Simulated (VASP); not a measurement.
# LiNbO3 (R3c) in VASP: further runs

Runs on LiNbO3. Level: PBE. Tasks: single point, relaxation of cell and atoms.

All numbers are computed with VASP 6.6.1; they aren't measurements. Logs are shortened: lines on timing, memory, paths and dates and some standing lists are left out, and cuts for length are marked.

**1. The cell of the first run**

Symmetry: R3c, No. 161, trigonal system. The conventional cell has a = 5.190 Å, b = 5.190 Å, c = 14.015 Å, α = 90.00°, β = 90.00°, γ = 120.00°. Within 2.8 Å of Li (site symmetry 3) lie 6 O at 2.08 to 2.27 Å. Nb (site symmetry 3) has 6 O at 1.88 to 2.16 Å within 2.5 Å. O (site symmetry 1) has 2 Nb at 1.88 to 2.16 Å and 2 Li at 2.08 to 2.27 Å within 2.5 Å.

**2. Single point, PBE**

File INCAR:

```
SYSTEM = LiNbO3
  ALGO = Normal
  EDIFF = 1E-6
  ENCUT = 520
  GGA = PE
  ISIF = 2
  ISMEAR = 0
  LASPH = .True.
  LCHARG = .False.
  LREAL = .False.
  LWAVE = .False.
  NBANDS = 45
  NELM = 60
  PREC = Accurate
  SIGMA = 0.01
```

File KPOINTS:

```
k-points
0
Gamma
  4 4 4
  0 0 0
```

File POSCAR:

```
LiNbO3
1.0
    2.5949814475      1.4982132373      4.6718222164
   -2.5949814475      1.4982132373      4.6718222164
    0.0000000000     -2.9964264745      4.6718222164
Li Nb O
2 2 6
Direct
    0.3015601245      0.3015601245      0.3015601245
    0.8015601245      0.8015601245      0.8015601245
    0.0203290983      0.0203290983      0.0203290983
    0.5203290983      0.5203290983      0.5203290983
    0.1304423722      0.3778971430      0.7409712619
    0.7409712619      0.1304423722      0.3778971430
    0.3778971430      0.7409712619      0.1304423722
    0.2409712619      0.8778971430      0.6304423722
    0.8778971430      0.6304423722      0.2409712619
    0.6304423722      0.2409712619      0.8778971430
```

Potentials or basis: VASP PAW PBE potentials, release 64 (Li_sv, Nb_sv, O).

The run is started by

```console
$ cat potpaw_PBE.64/Li_sv/POTCAR potpaw_PBE.64/Nb_sv/POTCAR potpaw_PBE.64/O/POTCAR > POTCAR
$ mpirun -np 1 vasp_std > vasp.out
```

OUTCAR:

```text
SYSTEM = LiNbO3
   EDIFF = 1E-6
   ENCUT = 520
   GGA = PE
   ISIF = 2
   ISMEAR = 0
   LASPH = .True.
   LREAL = .False.
   NELM = 60
   PREC = Accurate

 ion  position               nearest neighbor table
   1  0.302  0.302  0.302-   9 2.08  10 2.08   8 2.08   5 2.27   6 2.27   7 2.27
   2  0.802  0.802  0.802-   5 2.08   6 2.08   7 2.08   9 2.27  10 2.27   8 2.27
   3  0.020  0.020  0.020-   7 1.88   6 1.88   5 1.88   8 2.16  10 2.16   9 2.16
   4  0.520  0.520  0.520-   8 1.88  10 1.88   9 1.88   7 2.16   6 2.16   5 2.16
   5  0.130  0.378  0.741-   3 1.88   2 2.08   4 2.16   1 2.27
   6  0.741  0.130  0.378-   3 1.88   2 2.08   4 2.16   1 2.27
   7  0.378  0.741  0.130-   3 1.88   2 2.08   4 2.16   1 2.27
   8  0.241  0.878  0.630-   4 1.88   1 2.08   3 2.16   2 2.27
   9  0.878  0.630  0.241-   4 1.88   1 2.08   3 2.16   2 2.27
  10  0.630  0.241  0.878-   4 1.88   1 2.08   3 2.16   2 2.27

  LATTYP: Found a trigonal (rhomboedric) cell.
 ALAT       =     5.5501796763
 COS(alpha) =     0.5627957001

  Lattice vectors:

 A1 = (   2.5949814475,   1.4982132373,   4.6718222164)
 A2 = (  -2.5949814475,   1.4982132373,   4.6718222164)
 A3 = (   0.0000000000,  -2.9964264745,   4.6718222164)

Analysis of symmetry for initial positions (statically):
=====================================================================
 Subroutine PRICEL returns:
 Original cell was already a primitive cell.

 Routine SETGRP: Setting up the symmetry group for a
 trigonal (rhombohedral) supercell.

 Subroutine GETGRP returns: Found  6 space group operations
 (whereof  3 operations were pure point group operations)
 out of a pool of 12 trial point group operations.

The static configuration has the point symmetry C_3 .
 The point group associated with its full space group is C_3v.

Analysis of symmetry for dynamics (positions and initial velocities):
=====================================================================
 Subroutine PRICEL returns:
 Original cell was already a primitive cell.

 Routine SETGRP: Setting up the symmetry group for a
 trigonal (rhombohedral) supercell.

 Subroutine GETGRP returns: Found  6 space group operations
 (whereof  3 operations were pure point group operations)
 out of a pool of 12 trial point group operations.

The dynamic configuration has the point symmetry C_3 .
 The point group associated with its full space group is C_3v.

 Subroutine INISYM returns: Found  6 space group operations
 (whereof  3 operations are pure point group operations),
 and found     1 'primitive' translations

----------------------------------------------------------------------------------------

                                     Primitive cell

  volume of cell :     108.9797

  direct lattice vectors                    reciprocal lattice vectors
     2.594981447  1.498213237  4.671822216     0.192679605  0.111243622  0.071349747
    -2.594981447  1.498213237  4.671822216    -0.192679605  0.111243622  0.071349747
     0.000000000 -2.996426475  4.671822216     0.000000000 -0.222487243  0.071349747

  length of vectors
     5.550179676  5.550179676  5.550179676     0.233647940  0.233647940  0.233647940

  position of ions in fractional coordinates (direct lattice)
     0.301560124  0.301560124  0.301560124
     0.801560124  0.801560124  0.801560124
     0.020329098  0.020329098  0.020329098
     0.520329098  0.520329098  0.520329098
     0.130442372  0.377897143  0.740971262
     0.740971262  0.130442372  0.377897143
     0.377897143  0.740971262  0.130442372
     0.240971262  0.877897143  0.630442372
     0.877897143  0.630442372  0.240971262
     0.630442372  0.240971262  0.877897143

  ion indices of the primitive-cell ions
   primitive index   ion index
                 1           1
                 2           2
                 3           3
                 4           4
                 5           5
                 6           6
                 7           7
                 8           8
                 9           9
                10          10

----------------------------------------------------------------------------------------

 KPOINTS: k-points

Automatic generation of k-mesh.
 Grid dimensions read from file:
 generate k-points for:    4    4    4

 Generating k-lattice:

  Cartesian coordinates                     Fractional coordinates (reciprocal lattice)
     0.048169901  0.027810905  0.017837437     0.250000000 -0.000000000  0.000000000
    -0.048169901  0.027810905  0.017837437    -0.000000000  0.250000000  0.000000000
     0.000000000 -0.055621811  0.017837437     0.000000000  0.000000000  0.250000000

  Length of vectors
     0.058411985  0.058411985  0.058411985

  Shift w.r.t. Gamma in fractional coordinates (k-lattice)
     0.000000000  0.000000000  0.000000000

 Subroutine IBZKPT returns following result:
 ===========================================

 Found     13 irreducible k-points:

 Following reciprocal coordinates:
            Coordinates               Weight
  0.000000  0.000000  0.000000      1.000000
  0.250000 -0.000000  0.000000      6.000000
  0.500000 -0.000000  0.000000      3.000000
  0.250000  0.250000  0.000000      6.000000
  0.500000  0.250000  0.000000     12.000000
 -0.250000  0.250000  0.000000      6.000000
  0.500000  0.500000  0.000000      3.000000
  0.250000  0.250000  0.250000      2.000000
  0.500000  0.250000  0.250000      6.000000
 -0.250000  0.250000  0.250000      6.000000
  0.500000  0.500000  0.250000      6.000000
 -0.250000  0.500000  0.250000      6.000000
  0.500000  0.500000  0.500000      1.000000
   k-points           NKPTS =     13   k-points in BZ     NKDIM =     13   number of bands    NBANDS=     45
   number of dos      NEDOS =    301   number of ions     NIONS =     10
   total plane-waves  NPLWV =  74088
   dimension x,y,z NGX =    42 NGY =   42 NGZ =   42
   dimension x,y,z NGXF=    84 NGYF=   84 NGZF=   84
   ions per type =               2   2   6
   NGX,Y,Z   is equivalent  to a cutoff of  12.58, 12.58, 12.58 a.u.
   NGXF,Y,Z  is equivalent  to a cutoff of  25.16, 25.16, 25.16 a.u.
 SYSTEM =  LiNbO3
   PREC   = accura    normal or accurate (medium, high low for compatibility)
   ISTART =      0    job   : 0-new  1-cont  2-samecut
   ICHARG =      2    charge: 1-file 2-atom 10-const
   ISPIN  =      1    spin polarized calculation?
   LNONCOLLINEAR =      F non collinear calculations
   LSORBIT =      F    spin-orbit coupling
   LASPH  =      T    aspherical Exc in radial PAW
   ENCUT  =  520.0 eV  38.22 Ry    6.18 a.u.  10.32 10.32 10.32*2*pi/ulx,y,z
   NELM   =     60;   NELMIN=  2; NELMDL= -5     # of ELM steps
   EDIFF  = 0.1E-05   stopping-criterion for ELM
   LREAL  =      F    real-space projection
   EDIFFG = 0.1E-04   stopping-criterion for IOM
   NSW    =      0    number of steps for IOM
   IBRION =     -1    ionic relax: 0-MD 1-quasi-New 2-CG
   NFREE  =      0    steps in history (QN), initial steepest desc. (CG)
   ISIF   =      2    stress and relaxation
   ISYM   =      2    0-nonsym 1-usesym 2-fastsym
   POTIM  = 0.5000    time-step for ionic-motion
   TEBEG  =    0.0;   TEEND  =   0.0 temperature during run
   PSTRESS=    0.0 pullay stress
   NELECT =      68.0000    total number of electrons
   NUPDOWN=      -1.0000    fix difference up-down
   EMIN   =  10.00;   EMAX   =-10.00  energy-range for DOS
   EFERMI =   0.00;   METHOD = LEGACY
   ISMEAR =     0;   SIGMA  =   0.01  broadening in eV -4-tet -1-fermi 0-gaus
   EFERMI_NEDOS =   21; number of points for ismear=-14 and -15
   IALGO  =     38    algorithm
   IMIX   =      4    mixing-type and parameters
     AMIX     =   0.40;   BMIX     =  1.00
     AMIX_MAG =   1.60;   BMIX_MAG =  1.00
  volume/ion in A,a.u.               =      10.90        73.54
  Fermi-wavevector in a.u.,A,eV,Ry     =   1.398930  2.643594 26.626672  1.957005
  Thomas-Fermi vector in A             =   2.522040
   LORBIT       =      0    0 simple, 1 ext, 2 COOP (PROOUT), +10 PAW based schemes
   GGA     = PE    functional components
   LHFCALC =     F    Hartree Fock is set to
   AEXX    =    0.0000 exact exchange contribution
   IVDW    =     0    specifies the selected vdW correction
   LEPSILON=     F    determine dielectric tensor
   LRPA    =     F    only Hartree local field effects (RPA)
 non-spin polarized calculation
 Gauss-broadening in eV      SIGMA  =   0.01
  energy-cutoff  :      520.00
  volume of cell :      108.98
 maximum number of plane-waves:      2957
 NGX is ok and might be reduce to    42
   NGX = 21   NGY = 21   NGZ = 21

 number of electron      68.0000006 magnetization

 Free energy of the ion-electron system (eV)
  ---------------------------------------------------
  ext. energy  EPLUGINS =         0.00000000
  ---------------------------------------------------
  free energy    TOTEN  =       -80.04200468 eV

  energy without entropy =      -80.04200468  energy(sigma->0) =      -80.04200468

 E-fermi :   3.4456     XC(G=0): -10.6669

 val. band max:        3.3184186950   @ k =   0.0000   0.0000   0.0000
 cond. band min:       6.8687592967   @ k =   0.5000   0.2500   0.0000
 fundamental gap:      3.5503406017
 Fermi energy:         3.4455548412

 k-point     1 :       0.0000    0.0000    0.0000
  band No.  band energies     occupation
      1     -50.9136      2.00000
      2     -50.9003      2.00000
      3     -39.3454      2.00000
      4     -39.3432      2.00000
      5     -27.1867      2.00000
      6     -27.1867      2.00000
[... 37 lines left out ...]
     44      13.0334      0.00000
     45      13.0548      0.00000

 k-point     2 :       0.2500   -0.0000    0.0000
  band No.  band energies     occupation
      1     -50.9116      2.00000
      2     -50.9022      2.00000
      3     -39.3451      2.00000
      4     -39.3435      2.00000
      5     -27.1690      2.00000
      6     -27.1668      2.00000
[... 520 lines left out ...]
 k-point    13 :       0.5000    0.5000    0.5000
  band No.  band energies     occupation
      1     -50.9069      2.00000
      2     -50.9069      2.00000
      3     -39.3443      2.00000
      4     -39.3443      2.00000
      5     -27.1166      2.00000
      6     -27.1166      2.00000
[... 37 lines left out ...]
     44      12.3173      0.00000
     45      12.3516      0.00000

------------------------ aborting loop because EDIFF is reached ----------------------------------------

  FORCE on cell =-STRESS in cart. coord.  units (eV):
  Direction    XX          YY          ZZ          XY          YZ          ZX
  --------------------------------------------------------------------------------------
  -------------------------------------------------------------------------------------
  Total       -0.2102197     -0.2102197     -0.2090676      0.0000000     -0.0000000      0.0000000
  in kB       -3.0905696     -3.0905696     -3.0736325      0.0000000     -0.0000000      0.0000000
  external PRESSURE =      -3.0849239 kB  Pullay stress =       0.0000000 kB

 VOLUME and BASIS-vectors are now :
 -----------------------------------------------------------------------------
  energy-cutoff  :      520.00
  volume of cell :      108.98
      direct lattice vectors                 reciprocal lattice vectors
     2.594981447  1.498213237  4.671822216     0.192679605  0.111243622  0.071349747
    -2.594981447  1.498213237  4.671822216    -0.192679605  0.111243622  0.071349747
     0.000000000 -2.996426475  4.671822216     0.000000000 -0.222487243  0.071349747

 POSITION                                       TOTAL-FORCE (eV/Angst)
 -----------------------------------------------------------------------------------
      0.00000      0.00000      4.22651         0.000000      0.000000      0.002101
      0.00000      0.00000     11.23424         0.000000      0.000000      0.002101
      0.00000      0.00000      0.28492         0.000000     -0.000000     -0.024904
      0.00000      0.00000      7.29266         0.000000     -0.000000     -0.024904
     -0.64214     -1.45866      5.83656         0.007749      0.001557      0.007601
      1.58431      0.17322      5.83656        -0.005223      0.005933      0.007601
     -0.94217      1.28544      5.83656        -0.002526     -0.007490      0.007601
     -1.65281     -0.21277      8.17247         0.002526     -0.007490      0.007601
      0.64214      1.53776      8.17247        -0.007749      0.001557      0.007601
      1.01067     -1.32499      8.17247         0.005223      0.005933      0.007601
 -----------------------------------------------------------------------------------
    total drift:                                0.000000      0.000001     -0.000231

  FREE ENERGIE OF THE ION-ELECTRON SYSTEM (eV)
  ---------------------------------------------------
  free  energy   TOTEN  =       -80.0420046832 eV

  energy  without entropy=      -80.0420046832  energy(sigma->0) =      -80.04200468
```

Wall time 84 s (1 thread of Intel Xeon Platinum 8488C (Sapphire Rapids), shared host); peak memory 0.27 GiB.

What came out:

```
Free energy            : -80.0420 eV
Largest force          : 0.025 eV/Å
Band gap on the k mesh : 3.55 eV, indirect (least direct gap 3.58 eV)
```

Forces in eV/Å, atoms in the order of the input:
```
Li   0.000  0.000  0.002
Li   0.000  0.000  0.002
Nb   0.000  0.000 -0.025
Nb   0.000  0.000 -0.025
O    0.008  0.002  0.008
O   -0.005  0.006  0.008
O   -0.003 -0.007  0.008
O    0.003 -0.007  0.008
O   -0.008  0.002  0.008
O    0.005  0.006  0.008
```

Caveat: the cutoff is under 1.25 times the usual one of these potentials, so pressure, stress and relaxed cells hold a basis-set (Pulay) error. PBE gaps usually lie below the measured ones, often by a third to a half.

(Continued in part 2 of 2.)
